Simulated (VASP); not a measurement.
# Zn (P2_1/m) in VASP: further runs

Runs on Zn. Level: PBE. Tasks: single point.

Everything below comes from runs of VASP 6.6.1. Logs are shortened: lines on timing, memory, paths and dates and some standing lists are left out, and cuts for length are marked.

## Step 1: The cell of the first run

Symmetry: P2_1/m, No. 11, monoclinic system. Conventional cell: a = 2.639 Å, b = 4.947 Å, c = 2.665 Å, α = 90.00°, β = 119.03°, γ = 90.00°. Zn (site symmetry m) has 12 Zn at 2.64 to 2.92 Å within 3.5 Å.

## Step 2: Single point, PBE (strain +0.0225 x Voigt [0, 0, 0, 0, 0, 1])

INCAR

```
SYSTEM = Zn
  ALGO = Normal
  EDIFF = 1E-6
  ENCUT = 500
  GGA = PE
  GGA_COMPAT = .False.
  ISIF = 2
  ISMEAR = 0
  LASPH = .True.
  LCHARG = .True.
  LELF = .True.
  LREAL = .False.
  LVHAR = .True.
  LWAVE = .False.
  NBANDS = 19
  NELM = 120
  PREC = Accurate
  SIGMA = 0.15
```

KPOINTS

```
k-points
0
Gamma
  24 24 10
  0 0 0
```

POSCAR

```
Zn
1.0
    2.6647980532      0.0299789781      0.0000000000
   -1.3064364700      2.2927933210      0.0000000000
    0.0000000000      0.0000000000      4.9467000000
Zn
2
Direct
    0.3333333333      0.6666666667      0.2500000000
    0.6666666667      0.3333333333      0.7500000000
```

Potentials or basis: VASP PAW PBE potentials, release 64 (Zn).

Started as:

```
$ cat potpaw_PBE.64/Zn/POTCAR > POTCAR
$ mpirun -np 1 vasp_std > vasp.out
```

OUTCAR:

```text
SYSTEM = Zn
   EDIFF = 1E-6
   ENCUT = 500
   GGA = PE
   ISIF = 2
   ISMEAR = 0
   LASPH = .True.
   LREAL = .False.
   NELM = 120
   PREC = Accurate

 ion  position               nearest neighbor table
   1  0.333  0.667  0.250-   2 2.90   2 2.90   2 2.91   2 2.91   2 2.92   2 2.92
   2  0.667  0.333  0.750-   1 2.90   1 2.90   1 2.91   1 2.91   1 2.92   1 2.92

  Warning from LATTYP: Monoclinic adjustment (A1->A3, A2->A1, A3->A2)!
  LATTYP: Found a simple monoclinic cell.
 ALAT       =     2.6388780690
 B/A-ratio  =     1.8745466333
 C/A-ratio  =     1.0098862509
 COS(beta)  =    -0.4852674048

  Lattice vectors:

 A1 = (  -1.3064364700,   2.2927933210,   0.0000000000)
 A2 = (   0.0000000000,   0.0000000000,   4.9467000000)
 A3 = (   2.6647980532,   0.0299789781,   0.0000000000)

Analysis of symmetry for initial positions (statically):
=====================================================================
 Subroutine PRICEL returns:
 Original cell was already a primitive cell.

 Routine SETGRP: Setting up the symmetry group for a
 simple monoclinic supercell.

 Subroutine GETGRP returns: Found  4 space group operations
 (whereof  2 operations were pure point group operations)
 out of a pool of  4 trial point group operations.

The static configuration has the point symmetry S_2 .
 The point group associated with its full space group is C_2h.

Analysis of symmetry for dynamics (positions and initial velocities):
=====================================================================
 Subroutine PRICEL returns:
 Original cell was already a primitive cell.

 Routine SETGRP: Setting up the symmetry group for a
 simple monoclinic supercell.

 Subroutine GETGRP returns: Found  4 space group operations
 (whereof  2 operations were pure point group operations)
 out of a pool of  4 trial point group operations.

The dynamic configuration has the point symmetry S_2 .
 The point group associated with its full space group is C_2h.

 Subroutine INISYM returns: Found  4 space group operations
 (whereof  2 operations are pure point group operations),
 and found     1 'primitive' translations

----------------------------------------------------------------------------------------

                                     Primitive cell

  volume of cell :      30.4172

  direct lattice vectors                    reciprocal lattice vectors
     2.664798053  0.029978978  0.000000000     0.372872745  0.212463351  0.000000000
    -1.306436470  2.292793321  0.000000000    -0.004875426  0.433371188  0.000000000
     0.000000000  0.000000000  4.946700000     0.000000000  0.000000000  0.202154972

  length of vectors
     2.664966680  2.638878069  4.946700000     0.429155869  0.433398612  0.202154972

  position of ions in fractional coordinates (direct lattice)
     0.333333333  0.666666667  0.250000000
     0.666666667  0.333333333  0.750000000

  ion indices of the primitive-cell ions
   primitive index   ion index
                 1           1
                 2           2

----------------------------------------------------------------------------------------

 KPOINTS: k-points

Automatic generation of k-mesh.
 Grid dimensions read from file:
 generate k-points for:   24   24   10

 Generating k-lattice:

  Cartesian coordinates                     Fractional coordinates (reciprocal lattice)
     0.015536364  0.008852640  0.000000000     0.041666667  0.000000000  0.000000000
    -0.000203143  0.018057133  0.000000000     0.000000000  0.041666667  0.000000000
     0.000000000  0.000000000  0.020215497     0.000000000  0.000000000  0.100000000

  Length of vectors
     0.017881495  0.018058275  0.020215497

  Shift w.r.t. Gamma in fractional coordinates (k-lattice)
     0.000000000  0.000000000  0.000000000

 Subroutine IBZKPT returns following result:
 ===========================================

 Found   1740 irreducible k-points:

 Following reciprocal coordinates:
            Coordinates               Weight
  0.000000  0.000000  0.000000      1.000000
  0.041667  0.000000  0.000000      2.000000
  0.083333  0.000000  0.000000      2.000000
  0.125000  0.000000  0.000000      2.000000
  0.166667  0.000000  0.000000      2.000000
  0.208333  0.000000  0.000000      2.000000
[... 16 lines left out ...]
  0.375000  0.041667  0.000000      2.000000
  0.416667  0.041667  0.000000      2.000000
 [... further k-points ...]
   k-points           NKPTS =   1740   k-points in BZ     NKDIM =   1740   number of bands    NBANDS=     19
   number of dos      NEDOS =    301   number of ions     NIONS =      2
   total plane-waves  NPLWV =  14400
   dimension x,y,z NGX =    20 NGY =   20 NGZ =   36
   dimension x,y,z NGXF=    40 NGYF=   40 NGZF=   72
   ions per type =               2
   NGX,Y,Z   is equivalent  to a cutoff of  12.48, 12.60, 12.10 a.u.
   NGXF,Y,Z  is equivalent  to a cutoff of  24.95, 25.20, 24.20 a.u.
 SYSTEM =  Zn
[... 88 lines left out ...]
      3      -4.7873      2.00000
      4      -4.6303      2.00000
      5      -4.5791      2.00000
      6      -4.4821      2.00000
[... 11 lines left out ...]
     18      21.2544      0.00000
     19      22.6204      0.00000

 k-point     4 :       0.1250    0.0000    0.0000
  band No.  band energies     occupation
      1      -6.8414      2.00000
      2      -5.3210      2.00000
      3      -4.7764      2.00000
      4      -4.6423      2.00000
      5      -4.5796      2.00000
      6      -4.4296      2.00000
[... 11 lines left out ...]
     18      20.4372      0.00000
     19      21.7316      0.00000

 k-point     5 :       0.1667    0.0000    0.0000
  band No.  band energies     occupation
      1      -6.5072      2.00000
      2      -5.2214      2.00000
      3      -4.7679      2.00000
      4      -4.6594      2.00000
      5      -4.5455      2.00000
      6      -4.4346      2.00000
[... 11 lines left out ...]
     18      19.7499      0.00000
     19      20.0708      0.00000

 k-point     6 :       0.2083    0.0000    0.0000
  band No.  band energies     occupation
      1      -6.1071      2.00000
      2      -5.1477      2.00000
      3      -4.7436      2.00000
      4      -4.6664      2.00000
      5      -4.5647      2.00000
      6      -4.4638      2.00000
[... 11 lines left out ...]
     18      19.0305      0.00000
     19      19.3001      0.00000

 k-point     7 :       0.2500    0.0000    0.0000
  band No.  band energies     occupation
      1      -5.6994      2.00000
      2      -5.1265      2.00000
      3      -4.6984      2.00000
      4      -4.6899      2.00000
      5      -4.6160      2.00000
      6      -4.3745      2.00000
[... 11 lines left out ...]
     18      18.9047      0.00000
     19      19.1984      0.00000

 k-point     8 :       0.2917    0.0000    0.0000
  band No.  band energies     occupation
      1      -5.4049      2.00000
      2      -5.1447      2.00000
      3      -4.8010      2.00000
      4      -4.6428      2.00000
      5      -4.4869      2.00000
      6      -4.4298      2.00000
[... 256 lines left out ...]
 k-point    20 :       0.2500    0.0417    0.0000
  band No.  band energies     occupation
      1      -5.5006      2.00000
      2      -5.1173      2.00000
      3      -4.7469      2.00000
      4      -4.6710      2.00000
      5      -4.5845      2.00000
      6      -4.4128      2.00000
[... 11 lines left out ...]
     18      19.4700      0.00000
     19      19.6003      0.00000

 k-point    21 :       0.2917    0.0417    0.0000
  band No.  band energies     occupation
      1      -5.3030      2.00000
      2      -5.1447      2.00000
      3      -4.8476      2.00000
      4      -4.6087      2.00000
      5      -4.4605      2.00000
      6      -4.4409      2.00000
[... 11 lines left out ...]
     18      19.2507      0.00000
     19      19.6088      0.00000

 k-point    22 :       0.3333    0.0417    0.0000
  band No.  band energies     occupation
      1      -5.2560      2.00000
      2      -5.1711      2.00000
      3      -4.9291      2.00000
      4      -4.5462      2.00000
      5      -4.5041      2.00000
      6      -4.3695      2.00000
[... 11 lines left out ...]
     18      18.9639      0.00000
     19      19.1663      0.00000

 k-point    23 :       0.3750    0.0417    0.0000
  band No.  band energies     occupation
      1      -5.2689      2.00000
      2      -5.1895      2.00000
      3      -4.9906      2.00000
      4      -4.5402      2.00000
      5      -4.4948      2.00000
      6      -4.3896      2.00000
[... 11 lines left out ...]
     18      18.7426      0.00000
     19      18.8261      0.00000

 k-point    24 :       0.4167    0.0417    0.0000
  band No.  band energies     occupation
      1      -5.2899      2.00000
      2      -5.2042      2.00000
      3      -5.0316      2.00000
      4      -4.5662      2.00000
      5      -4.4587      2.00000
      6      -4.4031      2.00000
[... 11 lines left out ...]
     18      18.5762      0.00000
     19      18.6111      0.00000

 [... further k-points ...]

------------------------ aborting loop because EDIFF is reached ----------------------------------------

  FORCE on cell =-STRESS in cart. coord.  units (eV):
  Direction    XX          YY          ZZ          XY          YZ          ZX
  --------------------------------------------------------------------------------------
  -------------------------------------------------------------------------------------
  Total       -0.0951071     -0.0714430      0.1994425     -0.2723254      0.0000000      0.0000000
  in kB       -5.0096076     -3.7631414     10.5053011    -14.3442849      0.0000000      0.0000000
  external PRESSURE =       0.5775174 kB  Pullay stress =       0.0000000 kB

 VOLUME and BASIS-vectors are now :
 -----------------------------------------------------------------------------
  energy-cutoff  :      500.00
  volume of cell :       30.42
      direct lattice vectors                 reciprocal lattice vectors
     2.664798053  0.029978978  0.000000000     0.372872745  0.212463351  0.000000000
    -1.306436470  2.292793321  0.000000000    -0.004875426  0.433371188  0.000000000
     0.000000000  0.000000000  4.946700000     0.000000000  0.000000000  0.202154972

 POSITION                                       TOTAL-FORCE (eV/Angst)
 -----------------------------------------------------------------------------------
      0.01731      1.53852      1.23667         0.005496      0.002042      0.000000
      1.34105      0.78425      3.71002        -0.005496     -0.002042     -0.000000
 -----------------------------------------------------------------------------------
    total drift:                                0.000000     -0.000000      0.000000

  FREE ENERGIE OF THE ION-ELECTRON SYSTEM (eV)
  ---------------------------------------------------
  free  energy   TOTEN  =        -2.2134240124 eV

  energy  without entropy=       -2.2088674141  energy(sigma->0) =       -2.21114571
```

Run time: 4.7 min. Hardware: 1 thread of Intel Xeon 6975P-C (Granite Rapids), shared host; peak memory 0.77 GiB.

What came out:

```yaml
Free_energy: -2.2134 eV
Pressure: 0.1 GPa
Largest_force: 0.006 eV/Å
Band_gap_on_the_k_mesh: zero (bands 12 and 13 overlap by 4.63 eV)
```

Forces in eV/Å, atoms in the order of the input:
```
Zn   0.005  0.002  0.000
Zn  -0.005 -0.002  0.000
```

Caveat: the cell differs from its parent crystal (strain +0.0225 x Voigt [0, 0, 0, 0, 0, 1]).

## Step 3: Single point, PBE (strain +0.0075 x Voigt [0, 0, 0, 0, 0, 1])

INCAR

```
SYSTEM = Zn
PREC     = Accurate       ! precision mode
ENCUT    = 500            ! plane-wave cutoff, eV
EDIFF    = 1E-6           ! SCF threshold, eV
ISMEAR   = 0              ! smearing method
SIGMA    = 0.15           ! smearing width, eV
LREAL    = .FALSE.        ! projectors in reciprocal space
LASPH    = .TRUE.         ! aspherical terms in the spheres
NELM     = 120            ! most SCF steps
ALGO     = Normal         ! electronic algorithm
ISIF     = 2              ! what is computed and relaxed
LWAVE    = .FALSE.        ! write WAVECAR
LCHARG   = .FALSE.        ! write CHGCAR
GGA      = PE             ! functional
NBANDS   = 19             ! bands
GGA_COMPAT= .FALSE.
```

KPOINTS

```
Automatic mesh
0
G
  24 24 10
  0 0 0
```

POSCAR

```
Zn
1.0
    2.6647980532      0.0099929927      0.0000000000
   -1.3237448411      2.3027863137      0.0000000000
    0.0000000000      0.0000000000      4.9467000000
Zn
2
Direct
    0.3333333333      0.6666666667      0.2500000000
    0.6666666667      0.3333333333      0.7500000000
```

Potentials or basis: VASP PAW PBE potentials, release 64 (Zn).

Started as:

```
$ cat potpaw_PBE.64/Zn/POTCAR > POTCAR
$ mpirun -np 1 vasp_std > vasp.out
```

Run time: 4.5 min. Hardware: 1 thread of Intel Xeon 6975P-C (Granite Rapids), shared host; peak memory 0.78 GiB.

It converged, with:

| Quantity | Value |
| --- | --- |
| Free energy | -2.2162 eV |
| Pressure | 0.0 GPa |
| Band gap on the k mesh | zero (bands 12 and 13 overlap by 4.53 eV) |

Stress tensor (GPa, compression positive):
```
-0.66 -0.51  0.00
-0.51 -0.64  0.00
 0.00  0.00  1.24
```

Levels at points of the mesh, in eV from the Fermi level:
```tsv
k point	band 8	band 9	band 10	band 11	band 12	band 13	band 14	band 15	band 16	band 17
(0.00, 0.00, 0.00)	-7.33	-7.32	-7.12	-7.11	-3.65	-3.06	13.60	17.22	17.31	17.51
(0.50, 0.00, 0.00)	-7.12	-6.94	-6.92	-2.89	-2.23	2.56	3.47	4.01	5.65	10.26
(0.00, 0.50, 0.00)	-7.13	-6.94	-6.92	-2.85	-2.18	2.61	3.53	4.07	5.69	10.12
(0.50, 0.50, 0.00)	-7.13	-6.93	-6.91	-2.82	-2.13	2.65	3.58	4.13	5.73	9.98
(0.00, 0.00, 0.50)	-7.64	-7.20	-7.20	-7.20	-7.20	4.57	4.57	18.58	18.58	18.79
(0.50, 0.00, 0.50)	-7.14	-6.93	-6.93	-1.91	-1.91	0.04	0.04	10.07	10.07	12.07
(0.00, 0.50, 0.50)	-7.14	-6.93	-6.93	-1.88	-1.88	0.10	0.10	10.12	10.12	11.93
(0.50, 0.50, 0.50)	-7.14	-6.92	-6.92	-1.84	-1.84	0.16	0.16	10.16	10.16	11.79
```

Caveat: the cell differs from its parent crystal (strain +0.0075 x Voigt [0, 0, 0, 0, 0, 1]).

## Step 4: Single point, PBE (strain +0.0525 x Voigt [0, 0, 0, 0, 0, 1])

INCAR

```
ALGO     = Normal         # electronic algorithm
EDIFF    = 1E-6           # SCF threshold, eV
ENCUT    = 500            # plane-wave cutoff, eV
GGA      = PE             # functional
GGA_COMPAT= F            
ISIF     = 2              # what is computed and relaxed
ISMEAR   = 0              # smearing method
LASPH    = T              # aspherical terms in the spheres
LCHARG   = T              # write CHGCAR
LELF     = T              # ELF
LREAL    = F              # projectors in reciprocal space
LVHAR    = T            
LWAVE    = F              # write WAVECAR
NBANDS   = 19             # bands
NELM     = 120            # most SCF steps
PREC     = Accurate       # precision mode
SIGMA    = 0.15           # smearing width, eV
```

KPOINTS

```
k-points
0
Gamma
  24 24 10
```

POSCAR

```
Zn
1.0
    2.6647980532      0.0699509489      0.0000000000
   -1.2718197278      2.2728073356      0.0000000000
    0.0000000000      0.0000000000      4.9467000000
Zn
2
Direct
    0.3333333333      0.6666666667      0.2500000000
    0.6666666667      0.3333333333      0.7500000000
```

Started as:

```
$ cat potpaw_PBE.64/Zn/POTCAR > POTCAR
$ mpirun -np 1 vasp_std > vasp.out
```

Run time: 4 min. Hardware: 1 thread of Intel Xeon 6975P-C (Granite Rapids), shared host; peak memory 0.78 GiB.

Results (log left out):

| Property | Result |
| --- | --- |
| Free energy | -2.2010 eV |
| Pressure | 0.4 GPa |
| Largest force | 0.020 eV/Å |
| Band gap on the k mesh | zero (bands 12 and 13 overlap by 4.78 eV) |

Forces in eV/Å, atoms in the order of the input:
```
Zn   0.017  0.010  0.000
Zn  -0.017 -0.010  0.000
```

Stress tensor (GPa, compression positive):
```
 0.21 -2.86  0.00
-2.86  0.50  0.00
 0.00  0.00  0.54
```

Levels at points of the mesh, in eV from the Fermi level:
```
           k point  band 8  band 9  band 10  band 11  band 12  band 13  band 14  band 15  band 16  band 17
(0.00, 0.00, 0.00)   -7.31   -7.27    -7.10    -7.06    -3.62    -3.02    13.63    16.50    17.30    17.94
(0.50, 0.00, 0.00)   -7.07   -6.92    -6.90    -3.06    -2.49     2.35     3.20     3.70     5.45    11.19
(0.00, 0.50, 0.00)   -7.09   -6.91    -6.89    -2.81    -2.13     2.65     3.57     4.12     5.74    10.20
(0.50, 0.50, 0.00)   -7.12   -6.88    -6.86    -2.56    -1.79     2.97     3.95     4.54     6.02     9.20
(0.00, 0.00, 0.50)   -7.55   -7.19    -7.19    -7.14    -7.14     4.60     4.60    17.71    17.71    19.06
(0.50, 0.00, 0.50)   -7.11   -6.91    -6.91    -2.08    -2.08    -0.27    -0.27     9.84     9.84    13.00
(0.00, 0.50, 0.50)   -7.11   -6.89    -6.89    -1.84    -1.84     0.15     0.15    10.16    10.16    12.01
(0.50, 0.50, 0.50)   -7.10   -6.87    -6.87    -1.59    -1.59     0.58     0.58    10.48    10.48    11.01
```

Caveat: the cell differs from its parent crystal (strain +0.0525 x Voigt [0, 0, 0, 0, 0, 1]).

## Step 5: Single point, PBE (strain +0.0375 x Voigt [0, 0, 0, 0, 0, 1])

INCAR

```
PREC = Accurate
ENCUT = 500
EDIFF = 1E-6
ISMEAR = 0
SIGMA = 0.15
LREAL = False
LASPH = True
NELM = 120
ALGO = Normal
ISIF = 2
LWAVE = False
LCHARG = False
GGA = PE
NBANDS = 19
GGA_COMPAT = False
```

KPOINTS

```
Automatic mesh
0
Gamma
  24 24 10
```

POSCAR

```
Zn
1.0
    2.6647980532      0.0499649635      0.0000000000
   -1.2891280989      2.2828003283      0.0000000000
    0.0000000000      0.0000000000      4.9467000000
Zn
2
Direct
    0.3333333333      0.6666666667      0.2500000000
    0.6666666667      0.3333333333      0.7500000000
```

Started as:

```
$ cat potpaw_PBE.64/Zn/POTCAR > POTCAR
$ mpirun -np 1 vasp_std > vasp.out
```

Wall time 4.2 min (1 thread of Intel Xeon 6975P-C (Granite Rapids), shared host); peak memory 0.78 GiB.

Results (log left out):

* Free energy: -2.2082 eV
* Pressure: 0.2 GPa
* Largest force: 0.012 eV/Å
* Band gap on the k mesh: zero (bands 12 and 13 overlap by 4.71 eV)

Forces on the atoms (eV/Å):
```
Zn   0.011  0.006  0.000
Zn  -0.011 -0.006  0.000
```

Stress tensor (GPa, compression positive):
```
-0.21 -2.20  0.00
-2.20  0.02  0.00
 0.00  0.00  0.80
```

Levels at points of the mesh, in eV from the Fermi level:
```
           k point  band 8  band 9  band 10  band 11  band 12  band 13  band 14  band 15  band 16  band 17
(0.00, 0.00, 0.00)   -7.32   -7.29    -7.11    -7.08    -3.63    -3.04    13.62    16.77    17.28    17.83
(0.50, 0.00, 0.00)   -7.09   -6.93    -6.91    -3.01    -2.41     2.42     3.29     3.80     5.51    10.87
(0.00, 0.50, 0.00)   -7.11   -6.92    -6.90    -2.83    -2.15     2.63     3.55     4.10     5.72    10.16
(0.50, 0.50, 0.00)   -7.13   -6.90    -6.88    -2.65    -1.91     2.86     3.82     4.40     5.92     9.45
(0.00, 0.00, 0.50)   -7.59   -7.19    -7.19    -7.16    -7.16     4.59     4.59    18.01    18.01    18.99
(0.50, 0.00, 0.50)   -7.12   -6.92    -6.92    -2.03    -2.03    -0.17    -0.17     9.91     9.91    12.69
(0.00, 0.50, 0.50)   -7.12   -6.90    -6.90    -1.86    -1.86     0.13     0.13    10.14    10.14    11.98
(0.50, 0.50, 0.50)   -7.11   -6.89    -6.89    -1.68    -1.68     0.43     0.43    10.37    10.37    11.26
```

Caveat: the cell differs from its parent crystal (strain +0.0375 x Voigt [0, 0, 0, 0, 0, 1]).

## Step 6: Summary

| cell | gap on the mesh (eV) | pressure (GPa) | largest force (eV/Å) |
| --- | --- | --- | --- |
| a = 2.665, b = 2.639, c = 4.947 Å, angles 90.0, 90.0, 119.0°, 2 atoms | none | 0.1 | 0.01 |
| a = 2.665, b = 2.656, c = 4.947 Å, angles 90.0, 90.0, 119.7°, 2 atoms | none | 0.0 | - |
| a = 2.666, b = 2.604, c = 4.947 Å, angles 90.0, 90.0, 117.7°, 2 atoms | none | 0.4 | 0.02 |
| a = 2.665, b = 2.622, c = 4.947 Å, angles 90.0, 90.0, 118.4°, 2 atoms | none | 0.2 | 0.01 |

Alike in all rows: task single point; level PBE; potentials or basis VASP PAW PBE potentials, release 64 (Zn); no spin polarisation; k mesh 24 × 24 × 10; cutoff (eV) 500; smearing gaussian 0.15 eV.

Absolute energies hang on the potentials; compare differences alone.
